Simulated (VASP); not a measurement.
A run of VASP 6.6.1:

Contents of INCAR:

```
SYSTEM = LiNbO3
  PREC = Accurate
  ENCUT = 520
  EDIFF = 1E-6
  ISMEAR = 0
  SIGMA = 0.02
  LREAL = .FALSE.
  LASPH = .TRUE.
  NELM = 60
  ALGO = Normal
  ISIF = 2
  LWAVE = .FALSE.
  LCHARG = .FALSE.
  GGA = PE
  NBANDS = 45
```

KPOINTS

```
Automatic mesh
0
G
  6 6 6
  0 0 0
```

POSCAR

```
LiNbO3
1.0
    2.6385962806      1.5233942729      4.6377800775
   -2.6385962806      1.5233942729      4.6377800775
    0.0000000000     -3.0467885458      4.6377800775
Li Nb O
2 2 6
Direct
    0.2500000000      0.2500000000      0.2500000000
    0.7500000000      0.7500000000      0.7500000000
    0.0000000000      0.0000000000      0.0000000000
    0.5000000000      0.5000000000      0.5000000000
    0.1357323300      0.3642676700      0.7500000000
    0.7500000000      0.1357323300      0.3642676700
    0.3642676700      0.7500000000      0.1357323300
    0.2500000000      0.8642676700      0.6357323300
    0.8642676700      0.6357323300      0.2500000000
    0.6357323300      0.2500000000      0.8642676700
```

Potentials or basis: VASP PAW PBE potentials, release 64 (Li_sv, Nb_sv, O).

Run with:

```bash
$ cat potpaw_PBE.64/Li_sv/POTCAR potpaw_PBE.64/Nb_sv/POTCAR potpaw_PBE.64/O/POTCAR > POTCAR
$ mpirun -np 1 vasp_std > vasp.out
```

Hardware: 1 thread of Intel(R) Xeon(R) Platinum 8559C (Emerald Rapids), with other jobs on the host.

Q: How long does it take, and how much memory?

A: Run time: 120 s on 1 thread of Intel(R) Xeon(R) Platinum 8559C (Emerald Rapids), on a shared host, peak memory 0.32 GiB. Counts: scf iterations 16, k points 32.
